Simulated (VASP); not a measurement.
# V (Im-3m) in VASP: further runs

V is run at these levels: PBE; tasks: single point.

Everything below comes from runs of VASP 6.6.1. Logs are shortened: lines on timing, memory, paths and dates and some standing lists are left out, and cuts for length are marked.

**1. The cell of the first run**

Symmetry: Im-3m, No. 229, cubic system. Conventional cell: a = 2.997 Å, b = 2.997 Å, c = 2.997 Å, α = 90.00°, β = 90.00°, γ = 90.00°. V (site symmetry m-3m) has 14 V at 2.60 to 3.00 Å within 3.4 Å.

**2. Single point, PBE, collinear spin, antiferromagnetic start**

The input, INCAR:

```
PREC     = Accurate       # precision mode
ENCUT    = 520            # plane-wave cutoff, eV
EDIFF    = 1E-7           # SCF threshold, eV
ISMEAR   = 0              # smearing method
SIGMA    = 0.05           # smearing width, eV
LREAL    = False          # projectors in reciprocal space
LASPH    = True           # aspherical terms in the spheres
NELM     = 150            # most SCF steps
ALGO     = Normal         # electronic algorithm
ISIF     = 2              # what is computed and relaxed
LWAVE    = False          # write WAVECAR
LCHARG   = False          # write CHGCAR
ISPIN    = 2              # spin polarisation
MAGMOM   = 1 -1           # initial moments
LORBIT   = 11             # projections on sites
LMAXMIX  = 4              # l up to which the mixer works
GGA      = PE             # functional
NBANDS   = 24             # bands
```

The input, KPOINTS:

```
Automatic mesh
0
Gamma
  14 14 8
```

The input, POSCAR:

```
V
1.0
    1.4983851310     -1.4983851310      1.4983851310
   -1.4983851310      1.4983851310      1.4983851310
   -2.9967702620     -2.9967702620      0.0000000000
V
2
Direct
    0.0000000000      0.0000000000      0.0000000000
    0.5000000000      0.5000000000      0.5000000000
```

Potentials or basis: VASP PAW PBE potentials, release 64 (V_sv).

Run with:

```
cat potpaw_PBE.64/V_sv/POTCAR > POTCAR
mpirun -np 1 vasp_std > vasp.out
```

OUTCAR:

```text
PREC = Accurate
   ENCUT = 520
   EDIFF = 1E-7
   ISMEAR = 0
   LREAL = False
   LASPH = True
   NELM = 150
   ISIF = 2
   ISPIN = 2
   LORBIT = 11
   GGA = PE

 ion  position               nearest neighbor table
   1  0.000  0.000  0.000-   2 2.60   2 2.60   2 2.60   2 2.60
   2  0.500  0.500  0.500-   1 2.60   1 2.60   1 2.60   1 2.60

  LATTYP: Found a base centered orthorhombic cell.
 ALAT       =     2.9967702620
 B/A-ratio  =     1.4142135624
 C/A-ratio  =     1.4142135624

  Lattice vectors:

 A1 = (   1.4983851310,  -1.4983851310,   1.4983851310)
 A2 = (  -1.4983851310,   1.4983851310,   1.4983851310)
 A3 = (  -2.9967702620,  -2.9967702620,   0.0000000000)

Analysis of symmetry for initial positions (statically):
=====================================================================
 Subroutine PRICEL returns following result:

  LATTYP: Found a body centered cubic cell.
 ALAT       =     2.9967702620
[... 12 lines left out ...]
 Subroutine GETGRP returns: Found  8 space group operations
 (whereof  8 operations were pure point group operations)
 out of a pool of  8 trial point group operations.

The static configuration has the point symmetry D_2h.

Analysis of symmetry for dynamics (positions and initial velocities):
=====================================================================
 Subroutine PRICEL returns following result:

  LATTYP: Found a body centered cubic cell.
 ALAT       =     2.9967702620
[... 12 lines left out ...]
 Subroutine GETGRP returns: Found  8 space group operations
 (whereof  8 operations were pure point group operations)
 out of a pool of  8 trial point group operations.

The dynamic configuration has the point symmetry D_2h.

Analysis of structural, dynamic, and magnetic symmetry:
=====================================================================
 Subroutine PRICEL returns following result:

  LATTYP: Found a body centered cubic cell.
 ALAT       =     2.9967702620
[... 12 lines left out ...]
 Subroutine GETGRP returns: Found  8 space group operations
 (whereof  8 operations were pure point group operations)
 out of a pool of  8 trial point group operations.

The overall configuration has the point symmetry D_2h.

 Subroutine INISYM returns: Found  8 space group operations
 (whereof  8 operations are pure point group operations),
 and found     2 'primitive' translations

----------------------------------------------------------------------------------------

                                     Primitive cell

  volume of cell :      13.4564

  direct lattice vectors                    reciprocal lattice vectors
[... 102 lines left out ...]
   IALGO  =     38    algorithm
   IMIX   =      4    mixing-type and parameters
     AMIX     =   0.40;   BMIX     =  1.00
     AMIX_MAG =   1.60;   BMIX_MAG =  1.00
  volume/ion in A,a.u.               =      13.46        90.81
  Fermi-wavevector in a.u.,A,eV,Ry     =   1.618375  3.058285 35.635531  2.619138
  Thomas-Fermi vector in A             =   2.712648
   LORBIT       =     11    0 simple, 1 ext, 2 COOP (PROOUT), +10 PAW based schemes
   GGA     = PE    functional components
   LHFCALC =     F    Hartree Fock is set to
   AEXX    =    0.0000 exact exchange contribution
   IVDW    =     0    specifies the selected vdW correction
   LEPSILON=     F    determine dielectric tensor
   LRPA    =     F    only Hartree local field effects (RPA)
 spin polarized calculation
 Gauss-broadening in eV      SIGMA  =   0.05
  energy-cutoff  :      520.00
  volume of cell :       26.91
 maximum number of plane-waves:       744
   NGX =  9   NGY =  9   NGZ = 15

 number of electron      26.0000019 magnetization       0.0000000

 number of electron      26.0000019 magnetization      -0.0000000

 Free energy of the ion-electron system (eV)
  ---------------------------------------------------
  ext. energy  EPLUGINS =         0.00000000
  ---------------------------------------------------
  free energy    TOTEN  =       -17.99053437 eV

  energy without entropy =      -17.98635471  energy(sigma->0) =      -17.98844454

 E-fermi :   9.7165     XC(G=0): -12.9101

 val. band max:        9.7142780041   @ k =  -0.4286   0.0714   0.2500
 cond. band min:       9.7183916153   @ k =  -0.2143   0.1429   0.2500
 fundamental gap:      0.0041136112
 Fermi energy:         9.7165064690

 spin component 1

 k-point     1 :       0.0000    0.0000    0.0000
  band No.  band energies     occupation
      1     -54.0009      1.00000
      2     -53.8024      1.00000
      3     -28.2018      1.00000
      4     -27.5823      1.00000
      5     -27.3062      1.00000
      6     -27.3006      1.00000
[... 637 lines left out ...]
     23      23.6667      0.00000
     24      26.3543      0.00000

 [... further k-points ...]

 spin component 2

 k-point     1 :       0.0000    0.0000    0.0000
  band No.  band energies     occupation
      1     -54.0009      1.00000
      2     -53.8024      1.00000
      3     -28.2018      1.00000
      4     -27.5823      1.00000
      5     -27.3062      1.00000
      6     -27.3006      1.00000
[... 637 lines left out ...]
     23      23.6667      0.00000
     24      26.3543      0.00000

 [... further k-points ...]
[... 5 lines left out ...]
  --------------------------------------------------------------------------------------
  -------------------------------------------------------------------------------------
  Total        0.0225702      0.0225702      0.0187395     -0.0088241      0.0000000      0.0000000
  in kB        1.3436455      1.3436455      1.1156001     -0.5253163      0.0000000      0.0000000
  external PRESSURE =       1.2676303 kB  Pullay stress =       0.0000000 kB

 VOLUME and BASIS-vectors are now :
 -----------------------------------------------------------------------------
  energy-cutoff  :      520.00
  volume of cell :       26.91
      direct lattice vectors                 reciprocal lattice vectors
     1.498385131 -1.498385131  1.498385131     0.166846290 -0.166846290  0.333692580
    -1.498385131  1.498385131  1.498385131    -0.166846290  0.166846290  0.333692580
    -2.996770262 -2.996770262  0.000000000    -0.166846290 -0.166846290  0.000000000

 POSITION                                       TOTAL-FORCE (eV/Angst)
 -----------------------------------------------------------------------------------
      0.00000      0.00000      0.00000        -0.000000     -0.000000      0.000000
     -1.49839     -1.49839      1.49839         0.000000      0.000000     -0.000000
 -----------------------------------------------------------------------------------
    total drift:                               -0.000000     -0.000000      0.000000

  FREE ENERGIE OF THE ION-ELECTRON SYSTEM (eV)
  ---------------------------------------------------
  free  energy   TOTEN  =       -17.9905343728 eV

  energy  without entropy=      -17.9863547109  energy(sigma->0) =      -17.98844454

 total charge

# of ion       s       p       d       tot
------------------------------------------
    1        2.342   6.222   3.089  11.653
    2        2.342   6.222   3.089  11.653
--------------------------------------------------
tot          4.684  12.444   6.178  23.306

 magnetization (x)

# of ion       s       p       d       tot
------------------------------------------
    1        0.000   0.000   0.000   0.000
    2       -0.000  -0.000  -0.000  -0.000
--------------------------------------------------
tot          0.000   0.000   0.000   0.000
```

Run time: 3.3 min. Hardware: 1 thread of Intel Xeon Platinum 8488C (Sapphire Rapids), shared host; peak memory 0.33 GiB.

What came out:

- Free energy: -17.9905 eV
- Pressure: 0.1 GPa
- Band gap on the k mesh: zero (filled and empty bands overlap)
- Net moment: 0.00 μB per cell
- Valence electrons inside the program's atomic spheres: V 11.65

**3. Single point, PBE (12.92 Å³/atom)**

The input, INCAR:

```
SYSTEM = V
PREC = Accurate
ENCUT = 520
EDIFF = 1E-7
ISMEAR = 0
SIGMA = 0.05
LREAL = .FALSE.
LASPH = .TRUE.
NELM = 100
ALGO = Normal
ISIF = 2
LWAVE = .FALSE.
LCHARG = .FALSE.
GGA = PE
NBANDS = 12
```

The input, KPOINTS:

```
Automatic mesh
0
G
  20 20 20
  0 0 0
```

The input, POSCAR:

```
V
1.0
   -1.4781342008      1.4781342008      1.4781342008
    1.4781342008     -1.4781342008      1.4781342008
    1.4781342008      1.4781342008     -1.4781342008
V
1
Direct
    0.0000000000      0.0000000000      0.0000000000
```

Potentials or basis: VASP PAW PBE potentials, release 64 (V_sv).

Run with:

```
cat potpaw_PBE.64/V_sv/POTCAR > POTCAR
mpirun -np 1 vasp_std > vasp.out
```

Run time: 33 s. Hardware: 1 thread of Intel Xeon 8259CL, shared host; peak memory 0.15 GiB.

The run converged. Its results:

- Free energy: -8.9791 eV
- Pressure: 8.3 GPa
- Band gap on the k mesh: zero (an odd number of electrons rules out a gap without spin polarisation)

Levels at points of the mesh, in eV from the Fermi level:
```csv
k point,band 4,band 5,band 6,band 7,band 8,band 9
"(0.00, 0.00, 0.00)",-36.89,-6.66,0.43,0.43,0.43,2.55
"(0.50, 0.00, 0.00)",-36.90,-3.31,-1.20,1.81,2.56,2.93
"(0.50, 0.50, 0.50)",-37.59,-3.18,-3.18,3.93,3.93,3.93
```

Caveat: the cell stands under pressure.

**4. Single point, PBE (13.19 Å³/atom)**

The input, INCAR:

```
PREC = Accurate ; ENCUT = 520
EDIFF = 1E-6 ; ISMEAR = 0
SIGMA = 0.05 ; LREAL = F
LASPH = T ; NELM = 80
ALGO = Fast ; ISIF = 2
LWAVE = F ; LCHARG = T
GGA = PE ; LELF = T
LVHAR = T ; NBANDS = 12
```

The input, KPOINTS:

```
Automatic mesh
0
Gamma
  20 20 20
```

The input, POSCAR:

```
V
1.0
   -1.4883285519      1.4883285519      1.4883285519
    1.4883285519     -1.4883285519      1.4883285519
    1.4883285519      1.4883285519     -1.4883285519
V
1
Direct
    0.0000000000      0.0000000000      0.0000000000
```

Run with:

```
cat potpaw_PBE.64/V_sv/POTCAR > POTCAR
mpirun -np 1 vasp_std > vasp.out
```

Wall time 44 s (1 thread of Intel Xeon 8259CL, shared host); peak memory 0.15 GiB.

Results (log left out):

```
Free energy            : -8.9896 eV
Pressure               : 4.2 GPa
Band gap on the k mesh : zero (an odd number of electrons rules out a gap without spin polarisation)
```

Levels at points of the mesh, in eV from the Fermi level:
| k point | band 3 | band 4 | band 5 | band 6 | band 7 | band 8 | band 9 | band 10 |
| --- | --- | --- | --- | --- | --- | --- | --- | --- |
| (0.00, 0.00, 0.00) | -36.95 | -36.95 | -6.62 | 0.42 | 0.42 | 0.42 | 2.49 | 2.49 |
| (0.50, 0.00, 0.00) | -37.25 | -36.96 | -3.24 | -1.16 | 1.73 | 2.49 | 2.86 | 4.23 |
| (0.50, 0.50, 0.50) | -37.61 | -37.61 | -3.08 | -3.08 | 3.83 | 3.83 | 3.83 | 10.42 |

Caveat: the cell stands under pressure.

**5. Single point, PBE**

This run uses another cell than the first one: it holds 1 atom, not 2.

The input, INCAR:

```
SYSTEM = V
PREC     = Accurate       ! precision mode
ENCUT    = 520            ! plane-wave cutoff, eV
EDIFF    = 1E-7           ! SCF threshold, eV
ISMEAR   = 0              ! smearing method
SIGMA    = 0.05           ! smearing width, eV
LREAL    = .FALSE.        ! projectors in reciprocal space
LASPH    = .TRUE.         ! aspherical terms in the spheres
NELM     = 60             ! most SCF steps
ALGO     = Fast           ! electronic algorithm
ISIF     = 2              ! what is computed and relaxed
LWAVE    = .FALSE.        ! write WAVECAR
LCHARG   = .FALSE.        ! write CHGCAR
GGA      = PE             ! functional
NBANDS   = 12             ! bands
```

The input, KPOINTS:

```
Automatic mesh
0
G
  20 20 20
  0 0 0
```

The input, POSCAR:

```
V
1.0
   -1.4983851310      1.4983851310      1.4983851310
    1.4983851310     -1.4983851310      1.4983851310
    1.4983851310      1.4983851310     -1.4983851310
V
1
Direct
    0.0000000000      0.0000000000      0.0000000000
```

Run with:

```
cat potpaw_PBE.64/V_sv/POTCAR > POTCAR
mpirun -np 1 vasp_std > vasp.out
```

Wall time 54 s (1 thread of Intel Xeon 8259CL, shared host); peak memory 0.15 GiB.

Results (log left out):

```
Free energy            : -8.9933 eV
Pressure               : 0.2 GPa
Band gap on the k mesh : zero (an odd number of electrons rules out a gap without spin polarisation)
```

Levels at points of the mesh, in eV from the Fermi level:
| k point | band 4 | band 5 | band 6 | band 7 | band 8 | band 9 | band 10 | band 11 |
| --- | --- | --- | --- | --- | --- | --- | --- | --- |
| (0.00, 0.00, 0.00) | -37.01 | -6.58 | 0.42 | 0.42 | 0.42 | 2.43 | 2.43 | 20.51 |
| (0.50, 0.00, 0.00) | -37.02 | -3.17 | -1.12 | 1.65 | 2.43 | 2.79 | 4.12 | 10.19 |
| (0.50, 0.50, 0.50) | -37.63 | -2.99 | -2.99 | 3.73 | 3.73 | 3.73 | 10.22 | 10.22 |

**6. Single point, PBE (13.73 Å³/atom)**

The input, INCAR:

```
PREC = Accurate
ENCUT = 520
EDIFF = 1E-6
ISMEAR = 0
SIGMA = 0.05
LREAL = F
LASPH = T
NELM = 100
ALGO = Fast
ISIF = 2
LWAVE = F
LCHARG = F
GGA = PE
NBANDS = 12
```

The input, KPOINTS:

```
regular mesh
0
Gamma
  20 20 20
```

The input, POSCAR:

```
V
1.0
   -1.5083085005      1.5083085005      1.5083085005
    1.5083085005     -1.5083085005      1.5083085005
    1.5083085005      1.5083085005     -1.5083085005
V
1
Direct
    0.0000000000      0.0000000000      0.0000000000
```

Potentials or basis: VASP PAW PBE potentials, release 64 (V_sv).

Run with:

```
cat potpaw_PBE.64/V_sv/POTCAR > POTCAR
mpirun -np 1 vasp_std > vasp.out
```

OUTCAR:

```text
PREC = Accurate
   ENCUT = 520
   EDIFF = 1E-6
   ISMEAR = 0
   LREAL = F
   LASPH = T
   NELM = 100
   ISIF = 2
   GGA = PE

 ion  position               nearest neighbor table
   1  0.000  0.000  0.000-

  LATTYP: Found a body centered cubic cell.
 ALAT       =     3.0166170010

  Lattice vectors:

 A1 = (  -1.5083085005,   1.5083085005,   1.5083085005)
 A2 = (   1.5083085005,  -1.5083085005,   1.5083085005)
 A3 = (   1.5083085005,   1.5083085005,  -1.5083085005)

Analysis of symmetry for initial positions (statically):
[... 529 lines left out ...]
      4     -27.6358      2.00000
      5       5.9130      2.00000
      6       8.8444      2.00000
      7       9.2003      2.00000
      8      11.4735      0.00000
      9      12.1159      0.00000
     10      12.3672      0.00000
     11      23.8376      0.00000
     12      26.3690      0.00000

 [... further k-points ...]
[... 5 lines left out ...]
  --------------------------------------------------------------------------------------
  -------------------------------------------------------------------------------------
  Total       -0.2792315     -0.2792315     -0.2792315     -0.0000000      0.0000000      0.0000000
  in kB      -32.5945160    -32.5945160    -32.5945160     -0.0000000      0.0000000      0.0000000
  external PRESSURE =     -32.5945160 kB  Pullay stress =       0.0000000 kB

 VOLUME and BASIS-vectors are now :
 -----------------------------------------------------------------------------
  energy-cutoff  :      520.00
  volume of cell :       13.73
      direct lattice vectors                 reciprocal lattice vectors
    -1.508308501  1.508308501  1.508308501     0.000000000  0.331497170  0.331497170
     1.508308501 -1.508308501  1.508308501     0.331497170  0.000000000  0.331497170
     1.508308501  1.508308501 -1.508308501     0.331497170  0.331497170  0.000000000

 POSITION                                       TOTAL-FORCE (eV/Angst)
 -----------------------------------------------------------------------------------
      0.00000      0.00000      0.00000        -0.000000     -0.000000      0.000000
 -----------------------------------------------------------------------------------
    total drift:                                0.000000     -0.000000      0.000000

  FREE ENERGIE OF THE ION-ELECTRON SYSTEM (eV)
  ---------------------------------------------------
  free  energy   TOTEN  =        -8.9908434055 eV

  energy  without entropy=       -8.9882841036  energy(sigma->0) =       -8.98956375
```

OSZICAR:

```text
N       E                     dE             d eps       ncg     rms          rms(c)
DAV:   1     0.908876975860E+02    0.90888E+02   -0.70696E+03  6196   0.118E+03
DAV:   2    -0.912283894456E+01   -0.10001E+03   -0.97113E+02  6316   0.330E+02
DAV:   3    -0.104144296527E+02   -0.12916E+01   -0.12887E+01  6788   0.438E+01
DAV:   4    -0.104210280789E+02   -0.65984E-02   -0.65983E-02  6604   0.334E+00
DAV:   5    -0.104211088304E+02   -0.80752E-04   -0.80752E-04  6760   0.347E-01    0.179E+01
RMM:   6    -0.901025753240E+01    0.14109E+01   -0.32942E+00  6334   0.214E+01    0.146E+00
RMM:   7    -0.899877653010E+01    0.11481E-01   -0.72556E-02  6595   0.300E+00    0.901E-01
RMM:   8    -0.899076507432E+01    0.80115E-02   -0.71196E-03  6794   0.118E+00    0.351E-02
RMM:   9    -0.899084487700E+01   -0.79803E-04   -0.78383E-04  6953   0.372E-01    0.328E-02
RMM:  10    -0.899084849254E+01   -0.36155E-05   -0.11350E-04  6819   0.160E-01    0.301E-02
RMM:  11    -0.899084274539E+01    0.57472E-05   -0.36803E-05  6809   0.823E-02    0.447E-03
RMM:  12    -0.899084340554E+01   -0.66015E-06   -0.48048E-06  5720   0.365E-02
   1 F= -.89908434E+01 E0= -.89895638E+01  d E =-.255930E-02
```

It took 46 s on 1 thread of Intel Xeon 8259CL, shared host; peak memory 0.15 GiB.

Results:

```yaml
Free_energy: -8.9908 eV
Pressure: -3.3 GPa
Band_gap_on_the_k_mesh: zero (an odd number of electrons rules out a gap without spin polarisation)
```

Levels at points of the mesh, in eV from the Fermi level:
```csv
k point,band 3,band 4,band 5,band 6,band 7,band 8,band 9,band 10,band 11,band 12
"(0.00, 0.00, 0.00)",-37.07,-37.07,-6.54,0.41,0.41,0.41,2.38,2.38,20.35,20.35
"(0.50, 0.00, 0.00)",-37.33,-37.07,-3.10,-1.09,1.58,2.37,2.72,4.02,9.94,15.76
"(0.50, 0.50, 0.50)",-37.65,-37.65,-2.90,-2.90,3.64,3.64,3.64,10.04,10.04,10.04
```

Caveat: the cell stands under tension.

**7. Overview**

```tsv
spin	cell	k mesh	gap on the mesh (eV)	pressure (GPa)
collinear, antiferromagnetic start	a = 2.595, b = 2.595, c = 4.238 Å, angles 90.0, 90.0, 109.5°, 2 atoms, atomic positions A	14 × 14 × 8	none	0.1
off	a = 2.560 Å, angles 109.5°, 1 atom, atomic positions B	20 × 20 × 20	none	8.3
off	a = 2.578 Å, angles 109.5°, 1 atom, atomic positions B	20 × 20 × 20	none	4.2
off	a = 2.595 Å, angles 109.5°, 1 atom, atomic positions B	20 × 20 × 20	none	0.2
off	a = 2.612 Å, angles 109.5°, 1 atom, atomic positions B	20 × 20 × 20	none	-3.3
```

Alike in all rows: task single point; level PBE; potentials or basis VASP PAW PBE potentials, release 64 (V_sv); cutoff (eV) 520; smearing gaussian 0.05 eV.

Caveats: the cell stands under pressure (at least some runs); the cell stands under tension (at least some runs).

Absolute energies hang on the potentials; compare differences alone.
